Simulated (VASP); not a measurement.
# Fe (Fm-3m) in VASP: a series of runs

Runs on Fe. Level: PBEsol. Tasks: single point.

Everything below comes from runs of VASP 6.6.1. Logs are shortened: lines on timing, memory, paths and dates and some standing lists are left out, and cuts for length are marked.

## Step 1: The cell of the first run

It takes space group Fm-3m (No. 225, cubic). The conventional cell has a = 3.531 Å, b = 3.531 Å, c = 3.531 Å, α = 90.00°, β = 90.00°, γ = 90.00°. Fe (site symmetry m-3m) has 12 Fe at 2.50 Å within 3.3 Å.

This isn't the form of Fe at room conditions, which is bcc.

## Step 2: Single point, PBEsol

Input file INCAR:

```
SYSTEM = Fe
  PREC = Accurate
  ENCUT = 600
  EDIFF = 1E-6
  ISMEAR = -1
  SIGMA = 0.1
  LREAL = .False.
  LASPH = .True.
  NELM = 120
  ALGO = Normal
  ISIF = 2
  LWAVE = .False.
  LCHARG = .False.
  GGA = PS
  ISYM = 0
  NBANDS = 15
  GGA_COMPAT = .False.
```

Input file KPOINTS:

```
Automatic mesh
0
Gamma
  6 11 11
  0 0 0
```

Input file POSCAR:

```
Fe
1.0
    0.0000000000      3.5310000000      3.5310000000
    1.7655000000      0.0000000000      1.7655000000
    1.7655000000      1.7655000000      0.0000000000
Fe
2
Direct
    0.0000000000      0.0000000000      0.0000000000
    0.5000000000      0.0000000000      0.0000000000
```

Potentials or basis: VASP PAW PBE potentials, release 64 (Fe).

Started as:

```console
> cat potpaw_PBE.64/Fe/POTCAR > POTCAR
> mpirun -np 1 vasp_std > vasp.out
```

OUTCAR:

```text
SYSTEM = Fe
   PREC = Accurate
   ENCUT = 600
   EDIFF = 1E-6
   ISMEAR = -1
   LREAL = .False.
   LASPH = .True.
   NELM = 120
   ISIF = 2
   GGA = PS
   ISYM = 0

 ion  position               nearest neighbor table
   1  0.000  0.000  0.000-   2 2.50   2 2.50   2 2.50   2 2.50   2 2.50   2 2.50
   2  0.500  0.000  0.000-   1 2.50   1 2.50   1 2.50   1 2.50   1 2.50   1 2.50

IMPORTANT INFORMATION: All symmetrisations will be switched off!
NOSYMM: (Re-)initialisation of all symmetry stuff for point group C_1.

----------------------------------------------------------------------------------------

                                     Primitive cell

  volume of cell :      22.0122

  direct lattice vectors                    reciprocal lattice vectors
     0.000000000  3.531000000  3.531000000    -0.141602945  0.141602945  0.141602945
     1.765500000  0.000000000  1.765500000     0.283205891 -0.283205891  0.283205891
     1.765500000  1.765500000  0.000000000     0.283205891  0.283205891 -0.283205891

  length of vectors
     4.993588089  2.496794044  2.496794044     0.245263496  0.490526992  0.490526992

  position of ions in fractional coordinates (direct lattice)
     0.000000000  0.000000000  0.000000000
     0.500000000  0.000000000  0.000000000

  ion indices of the primitive-cell ions
   primitive index   ion index
                 1           1
                 2           2

----------------------------------------------------------------------------------------

 KPOINTS: Automatic mesh

Automatic generation of k-mesh.
 Grid dimensions read from file:
 generate k-points for:    6   11   11

 Generating k-lattice:

  Cartesian coordinates                     Fractional coordinates (reciprocal lattice)
    -0.023600491  0.023600491  0.023600491     0.166666667  0.000000000  0.000000000
     0.025745990 -0.025745990  0.025745990     0.000000000  0.090909091  0.000000000
     0.025745990  0.025745990 -0.025745990     0.000000000  0.000000000  0.090909091

  Length of vectors
     0.040877249  0.044593363  0.044593363

  Shift w.r.t. Gamma in fractional coordinates (k-lattice)
     0.000000000  0.000000000  0.000000000

 -----------------------------------------------------------------------------
|                                                                             |
|           W    W    AA    RRRRR   N    N  II  N    N   GGGG   !!!           |
|           W    W   A  A   R    R  NN   N  II  NN   N  G    G  !!!           |
|           W    W  A    A  R    R  N N  N  II  N N  N  G       !!!           |
|           W WW W  AAAAAA  RRRRR   N  N N  II  N  N N  G  GGG   !            |
|           WW  WW  A    A  R   R   N   NN  II  N   NN  G    G                |
|           W    W  A    A  R    R  N    N  II  N    N   GGGG   !!!           |
|                                                                             |
|     Your reciprocal lattice and k-lattice belong to different lattice       |
|     classes:                                                                |
|                                                                             |
|        The reciprocal lattice is rhombohedral (trigonal),                   |
|        whereas your k-lattice is base-centered monoclinic.                  |
|                                                                             |
|     Results are often still useful ...                                      |
|                                                                             |
 -----------------------------------------------------------------------------

 WARNING: IBZKPT: internal override: KBLOWUP is changed to .FALSE.
      ... skipping the blow-up phase ...

 Subroutine IBZKPT returns following result:
 ===========================================

 Found    364 irreducible k-points:

 Following reciprocal coordinates:
            Coordinates               Weight
  0.000000  0.000000  0.000000      1.000000
  0.166667  0.000000  0.000000      2.000000
  0.333333  0.000000  0.000000      2.000000
  0.500000  0.000000  0.000000      1.000000
  0.000000  0.090909  0.000000      2.000000
  0.166667  0.090909  0.000000      2.000000
[... 16 lines left out ...]
  0.000000  0.363636  0.000000      2.000000
  0.166667  0.363636  0.000000      2.000000
 [... further k-points ...]
   k-points           NKPTS =    364   k-points in BZ     NKDIM =    364   number of bands    NBANDS=     15
   number of dos      NEDOS =    301   number of ions     NIONS =      2
   total plane-waves  NPLWV =  16000
   dimension x,y,z NGX =    40 NGY =   20 NGZ =   20
   dimension x,y,z NGXF=    80 NGYF=   40 NGZF=   40
   ions per type =               2
   NGX,Y,Z   is equivalent  to a cutoff of  13.32, 13.32, 13.32 a.u.
   NGXF,Y,Z  is equivalent  to a cutoff of  26.63, 26.63, 26.63 a.u.
 SYSTEM =  Fe
   PREC   = accura    normal or accurate (medium, high low for compatibility)
   ISTART =      0    job   : 0-new  1-cont  2-samecut
   ICHARG =      2    charge: 1-file 2-atom 10-const
   ISPIN  =      1    spin polarized calculation?
   LNONCOLLINEAR =      F non collinear calculations
   LSORBIT =      F    spin-orbit coupling
   LASPH  =      T    aspherical Exc in radial PAW
   ENCUT  =  600.0 eV  44.10 Ry    6.64 a.u.   9.97  4.99  4.99*2*pi/ulx,y,z
   NELM   =    120;   NELMIN=  2; NELMDL= -5     # of ELM steps
   EDIFF  = 0.1E-05   stopping-criterion for ELM
   LREAL  =      F    real-space projection
   EDIFFG = 0.1E-04   stopping-criterion for IOM
   NSW    =      0    number of steps for IOM
   IBRION =     -1    ionic relax: 0-MD 1-quasi-New 2-CG
   NFREE  =      0    steps in history (QN), initial steepest desc. (CG)
   ISIF   =      2    stress and relaxation
   ISYM   =      0    0-nonsym 1-usesym 2-fastsym
   POTIM  = 0.5000    time-step for ionic-motion
   TEBEG  =    0.0;   TEEND  =   0.0 temperature during run
   PSTRESS=    0.0 pullay stress
   NELECT =      16.0000    total number of electrons
   NUPDOWN=      -1.0000    fix difference up-down
   EMIN   =  10.00;   EMAX   =-10.00  energy-range for DOS
   EFERMI =   0.00;   METHOD = LEGACY
   ISMEAR =    -1;   SIGMA  =   0.10  broadening in eV -4-tet -1-fermi 0-gaus
   EFERMI_NEDOS =   21; number of points for ismear=-14 and -15
   IALGO  =     38    algorithm
   IMIX   =      4    mixing-type and parameters
     AMIX     =   0.40;   BMIX     =  1.00
     AMIX_MAG =   1.60;   BMIX_MAG =  1.00
  volume/ion in A,a.u.               =      11.01        74.27
  Fermi-wavevector in a.u.,A,eV,Ry     =   1.471952  2.781587 29.478980  2.166644
  Thomas-Fermi vector in A             =   2.587026
   LORBIT       =      0    0 simple, 1 ext, 2 COOP (PROOUT), +10 PAW based schemes
   GGA     = PS    functional components
   LHFCALC =     F    Hartree Fock is set to
   AEXX    =    0.0000 exact exchange contribution
   IVDW    =     0    specifies the selected vdW correction
   LEPSILON=     F    determine dielectric tensor
   LRPA    =     F    only Hartree local field effects (RPA)
 non-spin polarized calculation
  energy-cutoff  :      600.00
  volume of cell :       22.01
 maximum number of plane-waves:       748
   NGX = 19   NGY =  9   NGZ =  9

 number of electron      15.9999991 magnetization

 Free energy of the ion-electron system (eV)
  ---------------------------------------------------
  ext. energy  EPLUGINS =         0.00000000
  ---------------------------------------------------
  free energy    TOTEN  =       -17.54978490 eV

  energy without entropy =      -17.42389640  energy(sigma->0) =      -17.48684065

 E-fermi :   5.8501     XC(G=0): -13.5061

 val. band max:        5.8488603698   @ k =  -0.1667   0.2727   0.0000
 cond. band min:       5.8524325916   @ k =  -0.1667   0.0000   0.0909
 fundamental gap:      0.0035722218
 Fermi energy:         5.8501343145

 k-point     1 :       0.0000    0.0000    0.0000
  band No.  band energies     occupation
      1      -2.6093      2.00000
      2       1.3853      2.00000
      3       4.3057      2.00000
      4       4.3058      2.00000
      5       4.3820      2.00000
      6       4.3834      2.00000
      7       4.3836      2.00000
      8       5.7876      1.30266
      9       5.7878      1.30198
     10       6.0268      0.29193
     11       6.7477      0.00025
     12       6.7481      0.00025
     13      13.4709      0.00000
     14      27.1633      0.00000
     15      28.5569      0.00000

 k-point     2 :       0.1667    0.0000    0.0000
  band No.  band energies     occupation
      1      -2.3311      2.00000
      2       1.2796      2.00000
      3       4.2849      2.00000
      4       4.3609      2.00000
      5       4.3609      2.00000
      6       4.4591      2.00000
      7       4.4593      2.00000
      8       5.2600      1.99454
      9       5.7532      1.44987
     10       5.7534      1.44916
     11       6.6135      0.00097
     12       6.6139      0.00096
     13      14.8008      0.00000
     14      27.4014      0.00000
     15      28.0525      0.00000

 k-point     3 :       0.3333    0.0000    0.0000
  band No.  band energies     occupation
      1      -1.5351      2.00000
      2       0.7408      2.00000
      3       4.0576      2.00000
      4       4.2004      2.00000
      5       4.5005      2.00000
      6       4.5005      2.00000
      7       4.6100      1.99999
      8       4.6101      1.99999
      9       5.7272      1.54752
     10       5.7274      1.54656
     11       6.2742      0.02839
     12       6.2746      0.02827
     13      17.7522      0.00000
     14      25.1666      0.00000
     15      28.0491      0.00000

 k-point     4 :       0.5000    0.0000    0.0000
  band No.  band energies     occupation
      1      -0.3744      2.00000
      2      -0.3743      2.00000
      3       3.8977      2.00000
      4       3.8977      2.00000
      5       4.6337      1.99999
      6       4.6338      1.99999
      7       4.6338      1.99999
      8       4.6338      1.99999
      9       5.9036      0.73874
     10       5.9036      0.73863
     11       5.9040      0.73696
     12       5.9040      0.73685
     13      21.3516      0.00000
     14      21.3516      0.00000
     15      28.8854      0.00000
[... 307 lines left out ...]
 k-point    22 :      -0.1667    0.2727    0.0000
  band No.  band energies     occupation
      1       0.5552      2.00000
      2       1.6842      2.00000
      3       2.7037      2.00000
      4       3.8293      2.00000
      5       4.4837      2.00000
      6       4.6724      1.99998
      7       4.7340      1.99997
      8       5.7541      1.44628
      9       5.8489      1.00637
     10       6.5736      0.00144
     11       6.7455      0.00026
     12       7.5736      0.00000
     13      19.2761      0.00000
     14      19.4389      0.00000
     15      22.2760      0.00000

 k-point    23 :       0.0000    0.3636    0.0000
  band No.  band energies     occupation
      1       1.0123      2.00000
      2       1.7047      2.00000
      3       2.3476      2.00000
      4       4.4412      2.00000
      5       4.4425      2.00000
      6       4.5170      2.00000
      7       5.5650      1.89076
      8       6.2846      0.02561
      9       6.4129      0.00717
     10       6.4155      0.00698
     11       6.8821      0.00007
     12       9.5327      0.00000
     13      16.5728      0.00000
     14      17.9784      0.00000
     15      18.8583      0.00000

 k-point    24 :       0.1667    0.3636    0.0000
  band No.  band energies     occupation
      1       0.9589      2.00000
      2       2.0640      2.00000
      3       2.5503      2.00000
      4       3.9399      2.00000
      5       4.3863      2.00000
      6       4.6355      1.99999
      7       4.9306      1.99980
      8       6.0677      0.20398
      9       6.4135      0.00713
     10       6.4949      0.00316
     11       6.7441      0.00026
     12      11.8759      0.00000
     13      15.3396      0.00000
     14      17.5782      0.00000
     15      17.7844      0.00000

 [... further k-points ...]

------------------------ aborting loop because EDIFF is reached ----------------------------------------

  FORCE on cell =-STRESS in cart. coord.  units (eV):
  Direction    XX          YY          ZZ          XY          YZ          ZX
  --------------------------------------------------------------------------------------
  -------------------------------------------------------------------------------------
  Total       -3.6995079     -3.6514362     -3.6514387      0.0069814      0.0061654      0.0069843
  in kB     -269.2721172   -265.7731718   -265.7733591      0.5081477      0.4487566      0.5083593
  external PRESSURE =    -266.9395494 kB  Pullay stress =       0.0000000 kB

 VOLUME and BASIS-vectors are now :
 -----------------------------------------------------------------------------
  energy-cutoff  :      600.00
  volume of cell :       22.01
      direct lattice vectors                 reciprocal lattice vectors
     0.000000000  3.531000000  3.531000000    -0.141602945  0.141602945  0.141602945
     1.765500000  0.000000000  1.765500000     0.283205891 -0.283205891  0.283205891
     1.765500000  1.765500000  0.000000000     0.283205891  0.283205891 -0.283205891

 POSITION                                       TOTAL-FORCE (eV/Angst)
 -----------------------------------------------------------------------------------
      0.00000      0.00000      0.00000         0.000001     -0.000001     -0.000001
      0.00000      1.76550      1.76550        -0.000001      0.000001      0.000001
 -----------------------------------------------------------------------------------
    total drift:                                0.000001     -0.000000      0.000000

  FREE ENERGIE OF THE ION-ELECTRON SYSTEM (eV)
  ---------------------------------------------------
  free  energy   TOTEN  =       -17.5497848991 eV

  energy  without entropy=      -17.4238964050  energy(sigma->0) =      -17.48684065
```

It took 46 s on 1 thread of Intel Xeon 6975P-C (Granite Rapids), shared host; peak memory 0.24 GiB.

Results:

```yaml
Free_energy: -17.5498 eV
Pressure: -26.7 GPa
Band_gap_on_the_k_mesh: zero (bands 8 and 9 overlap by 1.56 eV)
```

Levels at points of the mesh, in eV from the Fermi level:
```tsv
k point	band 6	band 7	band 8	band 9	band 10	band 11
(0.00, 0.00, 0.00)	-1.47	-1.47	-0.06	-0.06	0.18	0.90
(0.50, 0.00, 0.00)	-1.22	-1.22	-1.22	0.05	0.05	0.05
```

Caveat: the cell stands under tension; the PAW data sets were made with another functional, which shifts forces and pressure a little; the run has no spin polarisation, though such a crystal can be magnetic. Spin polarisation is off, so any magnetic state and its effect on volume and gap are missing.

[end of part 1 of 3]
